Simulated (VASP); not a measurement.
Here is a VASP 6.6.1 calculation.

Contents of POSCAR:

```
BeS
1.0
    0.0000000000      2.4343062304      2.4343062304
    2.4343062304      0.0000000000      2.4343062304
    2.4343062304      2.4343062304      0.0000000000
Be S
1 1
Direct
    0.0000000000      0.0000000000      0.0000000000
    0.2500000000      0.2500000000      0.2500000000
```

INCAR.step1

```
ALGO = Normal
EDIFF = 1E-8
ENCUT = 500
GGA = PE
ISMEAR = 0
LASPH = T
LCHARG = F
LREAL = F
LWAVE = T
NELM = 100
PREC = Accurate
SIGMA = 0.01
```

File INCAR.step2:

```
ALGO = Exact
EDIFF = 1E-8
ENCUT = 500
GGA = PE
ISMEAR = 0
ISTART = 1
LASPH = T
LCHARG = F
LOPTICS = T
LREAL = F
LWAVE = T
NBANDS = 64
NELM = 1
PREC = Accurate
SIGMA = 0.01
```

The input INCAR.step3:

```
ALGO = EVGW0
EDIFF = 1E-8
ENCUT = 500
ENCUTGW = 80.0
GGA = PE
ISMEAR = 0
ISTART = 1
LASPH = T
LCHARG = F
LREAL = F
LWAVE = F
NBANDS = 64
NBANDSGW = 12
NELMGW = 1
NOMEGA = 48
PREC = Accurate
PRECFOCK = Fast
SIGMA = 0.01
```

Contents of KPOINTS:

```
k-points
0
Gamma
  4 4 4
```

Potentials or basis: VASP PAW PBE potentials, release 64 (Be_GW, S_GW).

The run is started by

```sh
$ cat potpaw_PBE.64/Be_GW/POTCAR potpaw_PBE.64/S_GW/POTCAR > POTCAR
$ cp INCAR.step1 INCAR
$ mpirun -np 1 vasp_std > vasp.out
$ cp INCAR.step2 INCAR
$ mpirun -np 1 vasp_std > vasp.out
$ cp INCAR.step3 INCAR
$ mpirun -np 1 vasp_std > vasp.out
```

(1) What does it give for the quasiparticle gap?

(2) Estimate the least direct quasiparticle gap.

(3) What does it give for the band gap on the k mesh, mean-field level?

Answers

(1) 4.19 eV.

(2) 7.04 eV.

(3) 3.12 eV, indirect (least direct gap 5.64 eV).

Caveat: the k points lie up to 0.56 Å⁻¹ apart; bands, screening cutoff and mesh are small and nothing is extrapolated, so the quasiparticle values aren't converged.
